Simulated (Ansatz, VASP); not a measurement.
## One calculation of CaO, two programs

Contents of INCAR:

```
PREC = Accurate
ENCUT = 600
EDIFF = 1E-6
ISMEAR = -1
SIGMA = 0.03
LREAL = F
LASPH = T
NELM = 120
ALGO = Normal
ISIF = 2
LWAVE = F
LCHARG = F
GGA = PS
NBANDS = 15
GGA_COMPAT = F
```

File KPOINTS:

```
Automatic mesh
0
Gamma
  9 9 9
```

The input POSCAR:

```
CaO
1.0
    0.0000000000      2.4490000000      2.4490000000
    2.4490000000      0.0000000000      2.4490000000
    2.4490000000      2.4490000000      0.0000000000
Ca O
1 1
Direct
    0.0000000000      0.0000000000      0.0000000000
    0.5000000000      0.5000000000      0.5000000000
```

Input for Ansatz:

```yaml
crystal:
  lattice:
    - [0.0, 2.449, 2.449]
    - [2.449, 0.0, 2.449]
    - [2.449, 2.449, 0.0]
  atoms:
    - { symbol: Ca, position: [0.0, 0.0, 0.0] }
    - { symbol: O, position: [0.5, 0.5, 0.5] }
kpoints:
  mp_grid: { grid: [9, 9, 9] }
  band_path:
    path:
      - [0.0, 0.0, 0.0]
      - [0.5, 0.0, 0.5]
      - [0.625, 0.25, 0.625]
      - [0.375, 0.375, 0.75]
      - [0.0, 0.0, 0.0]
      - [0.5, 0.5, 0.5]
      - [0.5, 0.25, 0.75]
      - [0.5, 0.0, 0.5]
    npoints: 5
scf:
  occupations: { method: fermi_dirac, width: 0.03 }
hamiltonian:
  xc: pbesol
  pseudopotentials: { kind: all_electron, lapw: { basis_error: 0.00025 } }
output:
  forces: true
  stress: true
  eigenvalues: true
```

Alike in both runs: task single point; functional PBEsol; k mesh 9 × 9 × 9; occupations fermi-dirac, width 0.03 eV; no spin polarisation.

```csv
,VASP,Ansatz
version,VASP 6.6.1,Ansatz 0.2.0
potentials or method,"VASP PAW PBE potentials, release 64 (Ca_sv, O), cutoff 600 eV","all-electron LAPW, scalar-relativistic"
```

Ansatz gave:

```
gap on the k mesh at the Fermi level (eV) : 3.62
pressure (GPa)                            : -7.8
```

Q: Which values does VASP return?

A: gap on the k mesh at the Fermi level (eV): 3.61; pressure (GPa): -7.5.

VASP's potentials were made for PBE, not for PBEsol. Ansatz ran all-electron here, and VASP with PAW potentials.
